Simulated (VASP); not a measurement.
# In3GaSb2N2 (Cmmm) in VASP: single point with PBE

Aim: the single point of In3GaSb2N2 with PBE.

Everything below comes from runs of VASP 6.6.1. Logs are shortened: lines on timing, memory, paths and dates and some standing lists are left out, and cuts for length are marked.

### Step 1. The cell of the first run

The structure is orthorhombic, space group Cmmm (No. 65). Conventional cell: a = 9.087 Å, b = 11.788 Å, c = 7.063 Å, α = 90.00°, β = 90.00°, γ = 90.00°. Within 4.0 Å of In (site symmetry 2/m) lie 2 Sb at 3.02 Å and 2 Ga at 3.72 Å and 4 N at 3.97 Å. In (site symmetry mmm) has 2 N at 2.16 Å within 2.9 Å. Within 3.9 Å of Ga (site symmetry mmm) lie 2 Sb at 2.95 Å and 4 In at 3.72 Å. Sb (site symmetry 2mm) has 2 N at 2.10 Å within 2.8 Å. N (site symmetry mm2) has 2 Sb at 2.10 Å and 1 In at 2.16 Å and 1 N at 2.74 Å within 2.8 Å.

The cell was built from a structure type or drawn by symmetry, and may not be a known phase.

### Step 2. Single point, PBE

Input file INCAR:

```
PREC = Accurate
ENCUT = 520
EDIFF = 1E-6
ISMEAR = 0
SIGMA = 0.15
LREAL = False
LASPH = True
NELM = 60
ALGO = Normal
ISIF = 2
LWAVE = False
LCHARG = False
GGA = PE
NBANDS = 46
```

Input file KPOINTS:

```
Automatic mesh
0
Gamma
  2 2 2
```

Input file POSCAR:

```
In3GaSb2N2
1.0
    4.5433817618     -5.8940830336      0.0000000000
    4.5433817618      5.8940830336      0.0000000000
    0.0000000000      0.0000000000      7.0633019821
In Ga Sb N
3 1 2 2
Direct
    0.0000000000      0.5000000000      0.5000000000
    0.5000000000      0.0000000000      0.5000000000
    0.5000000000      0.5000000000      0.0000000000
    0.0000000000      0.0000000000      0.5000000000
    0.6758085904      0.6758085904      0.5000000000
    0.3241914096      0.3241914096      0.5000000000
    0.5000000000      0.5000000000      0.3060126743
    0.5000000000      0.5000000000      0.6939873257
```

Potentials or basis: VASP PAW PBE potentials, release 64 (In_d, Ga_d, Sb, N).

Run with:

```console
cat potpaw_PBE.64/In_d/POTCAR potpaw_PBE.64/Ga_d/POTCAR potpaw_PBE.64/Sb/POTCAR potpaw_PBE.64/N/POTCAR > POTCAR
mpirun -np 1 vasp_std > vasp.out
```

OUTCAR:

```text
PREC = Accurate
   ENCUT = 520
   EDIFF = 1E-6
   ISMEAR = 0
   LREAL = False
   LASPH = True
   NELM = 60
   ISIF = 2
   GGA = PE

 ion  position               nearest neighbor table
   1  0.000  0.500  0.500-   5 3.02   6 3.02
   2  0.500  0.000  0.500-   5 3.02   6 3.02
   3  0.500  0.500  0.000-   7 2.16   8 2.16   5 3.88   6 3.88   5 3.88   6 3.88
   4  0.000  0.000  0.500-   5 2.95   6 2.95
   5  0.676  0.676  0.500-   7 2.10   8 2.10   4 2.95   2 3.02   1 3.02   6 3.20   3 3.88   3 3.88

   6  0.324  0.324  0.500-   7 2.10   8 2.10   4 2.95   2 3.02   1 3.02   5 3.20   3 3.88   3 3.88

   7  0.500  0.500  0.306-   5 2.10   6 2.10   3 2.16
   8  0.500  0.500  0.694-   5 2.10   6 2.10   3 2.16

  LATTYP: Found a base centered orthorhombic cell.
 ALAT       =     9.0867635236
 B/A-ratio  =     1.2972898477
 C/A-ratio  =     0.7773176845

  Lattice vectors:

 A1 = (   4.5433817618,  -5.8940830336,   0.0000000000)
 A2 = (   4.5433817618,   5.8940830336,   0.0000000000)
 A3 = (   0.0000000000,   0.0000000000,   7.0633019821)

Analysis of symmetry for initial positions (statically):
=====================================================================
 Subroutine PRICEL returns:
 Original cell was already a primitive cell.

 Routine SETGRP: Setting up the symmetry group for a
 base centered orthorhombic supercell.

 Subroutine GETGRP returns: Found  8 space group operations
 (whereof  8 operations were pure point group operations)
 out of a pool of  8 trial point group operations.

The static configuration has the point symmetry D_2h.

Analysis of symmetry for dynamics (positions and initial velocities):
=====================================================================
 Subroutine PRICEL returns:
 Original cell was already a primitive cell.

 Routine SETGRP: Setting up the symmetry group for a
 base centered orthorhombic supercell.

 Subroutine GETGRP returns: Found  8 space group operations
 (whereof  8 operations were pure point group operations)
 out of a pool of  8 trial point group operations.

The dynamic configuration has the point symmetry D_2h.

 Subroutine INISYM returns: Found  8 space group operations
 (whereof  8 operations are pure point group operations),
 and found     1 'primitive' translations

----------------------------------------------------------------------------------------

                                     Primitive cell

  volume of cell :     378.2973

  direct lattice vectors                    reciprocal lattice vectors
     4.543381762 -5.894083034  0.000000000     0.110050184 -0.084830837  0.000000000
     4.543381762  5.894083034  0.000000000     0.110050184  0.084830837  0.000000000
     0.000000000  0.000000000  7.063301982     0.000000000  0.000000000  0.141576844

  length of vectors
     7.441944144  7.441944144  7.063301982     0.138950761  0.138950761  0.141576844

  position of ions in fractional coordinates (direct lattice)
     0.000000000  0.500000000  0.500000000
     0.500000000  0.000000000  0.500000000
     0.500000000  0.500000000  0.000000000
     0.000000000  0.000000000  0.500000000
     0.675808590  0.675808590  0.500000000
     0.324191410  0.324191410  0.500000000
     0.500000000  0.500000000  0.306012674
     0.500000000  0.500000000  0.693987326

  ion indices of the primitive-cell ions
   primitive index   ion index
                 1           1
                 2           2
                 3           3
                 4           4
                 5           5
                 6           6
                 7           7
                 8           8

----------------------------------------------------------------------------------------

 KPOINTS: Automatic mesh

Automatic generation of k-mesh.
 Grid dimensions read from file:
 generate k-points for:    2    2    2

 Generating k-lattice:

  Cartesian coordinates                     Fractional coordinates (reciprocal lattice)
     0.055025092 -0.042415419  0.000000000     0.500000000  0.000000000  0.000000000
     0.055025092  0.042415419  0.000000000     0.000000000  0.500000000  0.000000000
     0.000000000  0.000000000  0.070788422     0.000000000  0.000000000  0.500000000

  Length of vectors
     0.069475381  0.069475381  0.070788422

  Shift w.r.t. Gamma in fractional coordinates (k-lattice)
     0.000000000  0.000000000  0.000000000

 Subroutine IBZKPT returns following result:
 ===========================================

 Found      6 irreducible k-points:

 Following reciprocal coordinates:
            Coordinates               Weight
  0.000000  0.000000  0.000000      1.000000
  0.500000  0.000000  0.000000      2.000000
  0.500000  0.500000  0.000000      1.000000
  0.000000  0.000000  0.500000      1.000000
  0.500000  0.000000  0.500000      2.000000
  0.500000  0.500000  0.500000      1.000000
   k-points           NKPTS =      6   k-points in BZ     NKDIM =      6   number of bands    NBANDS=     46
   number of dos      NEDOS =    301   number of ions     NIONS =      8
   total plane-waves  NPLWV = 169344
   dimension x,y,z NGX =    56 NGY =   56 NGZ =   54
   dimension x,y,z NGXF=   112 NGYF=  112 NGZF=  108
   ions per type =               3   1   2   2
   NGX,Y,Z   is equivalent  to a cutoff of  12.51, 12.51, 12.71 a.u.
   NGXF,Y,Z  is equivalent  to a cutoff of  25.02, 25.02, 25.42 a.u.
 SYSTEM =  unknown system
   PREC   = accura    normal or accurate (medium, high low for compatibility)
   ISTART =      0    job   : 0-new  1-cont  2-samecut
   ICHARG =      2    charge: 1-file 2-atom 10-const
   ISPIN  =      1    spin polarized calculation?
   LNONCOLLINEAR =      F non collinear calculations
   LSORBIT =      F    spin-orbit coupling
   LASPH  =      T    aspherical Exc in radial PAW
   ENCUT  =  520.0 eV  38.22 Ry    6.18 a.u.  13.84 13.84 13.13*2*pi/ulx,y,z
   NELM   =     60;   NELMIN=  2; NELMDL= -5     # of ELM steps
   EDIFF  = 0.1E-05   stopping-criterion for ELM
   LREAL  =      F    real-space projection
   EDIFFG = 0.1E-04   stopping-criterion for IOM
   NSW    =      0    number of steps for IOM
   IBRION =     -1    ionic relax: 0-MD 1-quasi-New 2-CG
   NFREE  =      0    steps in history (QN), initial steepest desc. (CG)
   ISIF   =      2    stress and relaxation
   ISYM   =      2    0-nonsym 1-usesym 2-fastsym
   POTIM  = 0.5000    time-step for ionic-motion
   TEBEG  =    0.0;   TEEND  =   0.0 temperature during run
   PSTRESS=    0.0 pullay stress
   NELECT =      72.0000    total number of electrons
   NUPDOWN=      -1.0000    fix difference up-down
   EMIN   =  10.00;   EMAX   =-10.00  energy-range for DOS
   EFERMI =   0.00;   METHOD = LEGACY
   ISMEAR =     0;   SIGMA  =   0.15  broadening in eV -4-tet -1-fermi 0-gaus
   EFERMI_NEDOS =   21; number of points for ismear=-14 and -15
   IALGO  =     38    algorithm
   IMIX   =      4    mixing-type and parameters
     AMIX     =   0.40;   BMIX     =  1.00
     AMIX_MAG =   1.60;   BMIX_MAG =  1.00
  volume/ion in A,a.u.               =      47.29       319.11
  Fermi-wavevector in a.u.,A,eV,Ry     =   0.941690  1.779536 12.065373  0.886780
  Thomas-Fermi vector in A             =   2.069226
   LORBIT       =      0    0 simple, 1 ext, 2 COOP (PROOUT), +10 PAW based schemes
   GGA     = PE    functional components
   LHFCALC =     F    Hartree Fock is set to
   AEXX    =    0.0000 exact exchange contribution
   IVDW    =     0    specifies the selected vdW correction
   LEPSILON=     F    determine dielectric tensor
   LRPA    =     F    only Hartree local field effects (RPA)
 non-spin polarized calculation
 Gauss-broadening in eV      SIGMA  =   0.15
  energy-cutoff  :      520.00
  volume of cell :      378.30
 maximum number of plane-waves:     10224
 NGX is ok and might be reduce to    56
   NGX = 27   NGY = 27   NGZ = 27

 number of electron      71.9999982 magnetization

 Free energy of the ion-electron system (eV)
  ---------------------------------------------------
  ext. energy  EPLUGINS =         0.00000000
  ---------------------------------------------------
  free energy    TOTEN  =       -29.13985198 eV

  energy without entropy =      -29.03387820  energy(sigma->0) =      -29.08686509

 E-fermi :   1.4232     XC(G=0):  -6.2862

 val. band max:        1.4164901552   @ k =   0.0000   0.0000   0.5000
 cond. band min:       1.4369471792   @ k =   0.5000   0.0000   0.5000
 fundamental gap:      0.0204570240
 Fermi energy:         1.4231894252

 k-point     1 :       0.0000    0.0000    0.0000
  band No.  band energies     occupation
      1     -14.9085      2.00000
      2     -13.8815      2.00000
      3     -13.8599      2.00000
      4     -13.8427      2.00000
      5     -13.8378      2.00000
      6     -13.8352      2.00000
[... 38 lines left out ...]
     45       4.1822      0.00000
     46       4.4101      0.00000

 k-point     2 :       0.5000    0.0000    0.0000
  band No.  band energies     occupation
      1     -14.8993      2.00000
      2     -13.8818      2.00000
      3     -13.8574      2.00000
      4     -13.8427      2.00000
      5     -13.8364      2.00000
      6     -13.8349      2.00000
[... 38 lines left out ...]
     45       3.3661      0.00000
     46       5.1817      0.00000

 k-point     3 :       0.5000    0.5000    0.0000
  band No.  band energies     occupation
      1     -14.8925      2.00000
      2     -13.8791      2.00000
      3     -13.8546      2.00000
      4     -13.8424      2.00000
      5     -13.8353      2.00000
      6     -13.8347      2.00000
[... 38 lines left out ...]
     45       4.1416      0.00000
     46       4.2281      0.00000

 k-point     4 :       0.0000    0.0000    0.5000
  band No.  band energies     occupation
      1     -14.4493      2.00000
      2     -14.1901      2.00000
      3     -13.8764      2.00000
      4     -13.8599      2.00000
      5     -13.8427      2.00000
      6     -13.8377      2.00000
[... 38 lines left out ...]
     45       4.1606      0.00000
     46       4.8817      0.00000

 k-point     5 :       0.5000    0.0000    0.5000
  band No.  band energies     occupation
      1     -14.4257      2.00000
      2     -14.1907      2.00000
      3     -13.8818      2.00000
      4     -13.8574      2.00000
      5     -13.8425      2.00000
      6     -13.8364      2.00000
[... 38 lines left out ...]
     45       3.9759      0.00000
     46       5.2565      0.00000

 k-point     6 :       0.5000    0.5000    0.5000
  band No.  band energies     occupation
      1     -14.4090      2.00000
      2     -14.1911      2.00000
      3     -13.8754      2.00000
      4     -13.8546      2.00000
      5     -13.8424      2.00000
      6     -13.8352      2.00000
[... 38 lines left out ...]
     45       4.0128      0.00000
     46       4.0372      0.00000

------------------------ aborting loop because EDIFF is reached ----------------------------------------

  FORCE on cell =-STRESS in cart. coord.  units (eV):
  Direction    XX          YY          ZZ          XY          YZ          ZX
  --------------------------------------------------------------------------------------
  -------------------------------------------------------------------------------------
  Total        0.3264691      0.4143399      0.6861962      0.0000000      0.0000000      0.0000000
  in kB        1.3826727      1.7548261      2.9062009      0.0000000      0.0000000      0.0000000
  external PRESSURE =       2.0145666 kB  Pullay stress =       0.0000000 kB

 VOLUME and BASIS-vectors are now :
 -----------------------------------------------------------------------------
  energy-cutoff  :      520.00
  volume of cell :      378.30
      direct lattice vectors                 reciprocal lattice vectors
     4.543381762 -5.894083034  0.000000000     0.110050184 -0.084830837  0.000000000
     4.543381762  5.894083034  0.000000000     0.110050184  0.084830837  0.000000000
     0.000000000  0.000000000  7.063301982     0.000000000  0.000000000  0.141576844

 POSITION                                       TOTAL-FORCE (eV/Angst)
 -----------------------------------------------------------------------------------
      2.27169      2.94704      3.53165         0.000000      0.000000      0.000000
      2.27169     -2.94704      3.53165        -0.000000      0.000000      0.000000
      4.54338      0.00000      0.00000        -0.000000     -0.000000      0.000000
      0.00000      0.00000      3.53165        -0.000000     -0.000000      0.000000
      6.14091      0.00000      3.53165         0.015971     -0.000000      0.000000
      2.94585      0.00000      3.53165        -0.015971     -0.000000      0.000000
      4.54338      0.00000      2.16146        -0.000000     -0.000000     -0.059950
      4.54338      0.00000      4.90184         0.000000     -0.000000      0.059950
 -----------------------------------------------------------------------------------
    total drift:                                0.000000      0.000000      0.000000

  FREE ENERGIE OF THE ION-ELECTRON SYSTEM (eV)
  ---------------------------------------------------
  free  energy   TOTEN  =       -29.1398519787 eV

  energy  without entropy=      -29.0338781994  energy(sigma->0) =      -29.08686509
```

It took 3.5 min on 1 thread of Intel Xeon Platinum 8488C (Sapphire Rapids), shared host; peak memory 0.49 GiB.

Results:

| Item | Value |
| --- | --- |
| Free energy | -29.1399 eV |
| Pressure | 0.2 GPa |
| Largest force | 0.060 eV/Å |
| Band gap on the k mesh | zero (bands 36 and 37 overlap by 0.64 eV) |

Forces in eV/Å, atoms in the order of the input:
```
In   0.000  0.000  0.000
In   0.000  0.000  0.000
In   0.000  0.000  0.000
Ga   0.000  0.000  0.000
Sb   0.016  0.000  0.000
Sb  -0.016  0.000  0.000
N    0.000  0.000 -0.060
N    0.000  0.000  0.060
```

Caveat: the k points lie up to 0.44 Å⁻¹ apart, too coarse for converged energies and pressures of a metal; semilocal functionals underestimate gaps, so a narrow gap can read as zero; spin-orbit coupling is left out, which moves the levels of the heavy elements.
